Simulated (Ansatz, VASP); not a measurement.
**H: VASP beside Ansatz**

Contents of INCAR:

```
PREC = Accurate
ENCUT = 520
EDIFF = 1E-6
ISMEAR = 0
SIGMA = 0.05
LREAL = F
LASPH = T
NELM = 60
ALGO = Normal
ISIF = 2
LWAVE = F
LCHARG = T
GGA = PE
LELF = T
LVHAR = T
NBANDS = 6
```

The input KPOINTS:

```
Automatic mesh
0
Gamma
  14 14 34
```

POSCAR

```
H
1.0
    2.7624603564      0.0000000000      0.0000000000
    0.0000000000      2.6491883003      0.0506080999
    0.0000000000      0.0187274148      1.0560693143
H
1
Direct
    0.0000000000      0.0000000000      0.5000000000
```

Input for Ansatz:

```yaml
crystal:
  lattice:
    - [2.7624603564, 0.0, 0.0]
    - [0.0, 2.6491883003, 0.0506080999]
    - [0.0, 0.0187274148, 1.0560693143]
  atoms:
    - { symbol: H, position: [0.0, 0.0, 0.5] }
basis:
  ecutwfc: 420
kpoints:
  mp_grid: { grid: [14, 14, 34] }
hamiltonian:
  xc: pbe
scf:
  occupations: { method: gaussian, width: 0.05 }
output:
  forces: true
  stress: true
  eigenvalues: true
  populations: true
```

Alike in both runs: task single point; functional PBE; k mesh 14 × 14 × 34; occupations gaussian, width 0.05 eV; no spin polarisation.

```csv
,VASP,Ansatz
version,VASP 6.6.1,Ansatz 0.2.0
potentials or method,"VASP PAW PBE potentials, release 64 (H), cutoff 520 eV","scalar-relativistic, plane waves, PAW"
valence electrons in the cell,1,1
```

VASP gave:

| Quantity | Value |
| --- | --- |
| gap on the k mesh at the Fermi level (eV) | none |
| pressure (GPa) | -5.1 |
| traceless stress, the component that is largest in VASP (GPa) | -12.53 |

Estimate Ansatz's values.

gap on the k mesh at the Fermi level (eV): none; pressure (GPa): -4.9; traceless stress, the component that is largest in VASP (GPa): -12.47.

A gap of «none» marks a metal or a gap that the smearing closes.
